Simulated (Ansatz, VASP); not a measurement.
# Tl in VASP and in Ansatz

Contents of INCAR:

```
ALGO = Normal
EDIFF = 1E-7
ENCUT = 520
GGA = PE
ISIF = 2
ISMEAR = -1
LASPH = True
LCHARG = False
LREAL = False
LWAVE = False
NBANDS = 12
NELM = 60
PREC = Accurate
SIGMA = 0.1
```

KPOINTS

```
k-points
0
Gamma
  14 14 13
```

The input POSCAR:

```
Tl
1.0
    2.7216939070      0.0000000000      0.0000000000
   -1.3608469535      2.3570560648      0.0000000000
    0.0000000000      0.0000000000      2.5733643750
Tl
1
Direct
    0.0000000000      0.0000000000      0.0000000000
```

Input for Ansatz:

```yaml
crystal:
  lattice:
    - [2.721693907, 0.0, 0.0]
    - [-1.3608469535, 2.3570560648, 0.0]
    - [0.0, 0.0, 2.573364375]
  atoms:
    - { symbol: Tl, position: [0.0, 0.0, 0.0] }
kpoints:
  mp_grid: { grid: [14, 14, 13] }
scf:
  occupations: { method: fermi_dirac, width: 0.1 }
hamiltonian:
  xc: pbe
  pseudopotentials: { kind: paw }
output:
  forces: true
  stress: true
  eigenvalues: true
  populations: true
  write_density: true
  write_potential: true
  elf: true
  volumetric_format: npy
```

Change from the starting cell: volume scaled by 0.5, PAW files.

Alike in both runs: task single point; functional PBE; k mesh 14 × 14 × 13; occupations fermi-dirac, width 0.1 eV; no spin polarisation.

|  | VASP | Ansatz |
| --- | --- | --- |
| version | VASP 6.6.1 | Ansatz 0.2.0 |
| potentials or method | VASP PAW PBE potentials, release 64 (Tl_d) | PAW with Ansatz's default frozen-core files, scalar-relativistic |
| plane-wave cutoff (eV) | 520 | 420 |
| valence electrons in the cell | 13 | 13 |

```tsv
	VASP	Ansatz	Ansatz less VASP
pressure (GPa)	107.9	107.9	-0.04
```

Both programs put the cell under a high pressure, so it lies far from rest at this level.

Spin-orbit coupling is off throughout. Noted on VASP's run: the cell as given lies far from equilibrium.
